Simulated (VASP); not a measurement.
Input of a VASP 6.6.1 run:

INCAR

```
SYSTEM = Ni
PREC = Accurate
ENCUT = 600
EDIFF = 1E-6
ISMEAR = -1
SIGMA = 0.05
LREAL = .False.
LASPH = .True.
NELM = 150
ALGO = Normal
ISIF = 3
LWAVE = .False.
LCHARG = .False.
ISPIN = 2
MAGMOM = 0.8 -0.8
LORBIT = 11
LMAXMIX = 4
GGA = B5
ALDAX = 1.0
AGGAX = 1.0
AGGAC = 1.0
ALDAC = 0.0
IBRION = 2
NSW = 80
EDIFFG = -0.01
```

KPOINTS

```
regular mesh
0
Gamma
  11 11 11
  0 0 0
```

File POSCAR:

```
Ni
1.0
    2.7969054095      0.0000000000      0.0000000000
    0.0000000000      2.7969054095      0.0000000000
    0.0000000000      0.0000000000      2.7969054095
Ni
2
Direct
    0.0000000000      0.0000000000      0.0000000000
    0.5000000000      0.5000000000      0.5000000000
```

Potentials or basis: VASP PAW PBE potentials, release 64 (Ni).

The run is started by

```bash
$ cat potpaw_PBE.64/Ni/POTCAR > POTCAR
$ mpirun -np 1 vasp_std > vasp.out
```

What does it give for the net moment?

0.00 μB per cell.

Predict the band gap on the k mesh.

zero (filled and empty bands overlap).

Final structure:
```cif
data_structure
_symmetry_space_group_name_H-M 'P 1'
_symmetry_Int_Tables_number 1
_cell_length_a 2.8406
_cell_length_b 2.8406
_cell_length_c 2.8406
_cell_angle_alpha 90.000
_cell_angle_beta 90.000
_cell_angle_gamma 90.000
_cell_volume 22.92
loop_
_atom_site_label
_atom_site_type_symbol
_atom_site_fract_x
_atom_site_fract_y
_atom_site_fract_z
_atom_site_occupancy
Ni1 Ni 0.00000 0.00000 0.00000 1
Ni2 Ni 0.50000 0.50000 0.50000 1
```

Caveat: the moments typed at the start vanished in this run.
